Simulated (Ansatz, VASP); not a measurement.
## Two plane-wave programs on Fe

```
CELL_PARAMETERS angstrom
-1.41354 1.41354 1.41354
1.41354 -1.41354 1.41354
1.41354 1.41354 -1.41354
ATOMIC_POSITIONS crystal
Fe 0.00000 0.00000 0.00000
```

Alike in both runs: task single point; functional r2SCAN; k mesh 13 × 13 × 13; occupations fermi-dirac, width 0.05 eV; collinear spin.

|  | VASP | Ansatz |
| --- | --- | --- |
| version | VASP 6.6.1 | Ansatz 0.2.0 |
| potentials or method | VASP PAW PBE potentials, release 64 (Fe) | Ansatz PAW |
| plane-wave cutoff (eV) | 520 | 500 |
| valence electrons in the cell | 8 | 16 |

```tsv
	VASP	Ansatz	Ansatz less VASP
gap on the k mesh at the Fermi level (eV)	none	none	-
pressure (GPa)	8.7	9.1	+0.43
net moment per atom (μB)	2.64	2.64	+0.001
size of the moment on the site where the two differ most (μB)	2.69	2.78	+0.089
```

VASP's potentials were made for PBE, not for r2SCAN. Site moments also hang on the region over which each program counts them. A gap of «none» marks a metal or a gap that the smearing closes. VASP's potentials hold 8 valence electrons a cell and Ansatz's 16, so a difference there can come from the potentials and not from the codes.

Noted on Ansatz's run: the magnetic or orbital state may not be the lowest.
